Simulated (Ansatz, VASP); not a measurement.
# Pb in VASP and in Ansatz

```
Pb
1.0
     0.00000    2.47253    2.47253
     2.47253    0.00000    2.47253
     2.47253    2.47253    0.00000
Pb
1
Cartesian
  0.0000 0.0000 0.0000
```

Alike in both runs: task single point; functional PBEsol; k mesh 14 × 14 × 14; occupations gaussian, width 0.05 eV; no spin polarisation.

|  | VASP | Ansatz |
| --- | --- | --- |
| version | VASP 6.6.1 | Ansatz 0.2.0 |
| potentials or method | VASP PAW PBE potentials, release 64 (Pb_d), cutoff 520 eV | scalar-relativistic, plane waves, PAW |
| valence electrons in the cell | 14 | 14 |

VASP gave:

- pressure (GPa): -0.4

Question: Which values does Ansatz return?

Answer: Pressure (GPa): -0.3.

VASP's potentials were made for PBE, not for PBEsol. With one functional, cell and mesh, what is left measures potentials, basis and numerics.

Spin-orbit coupling is off throughout.
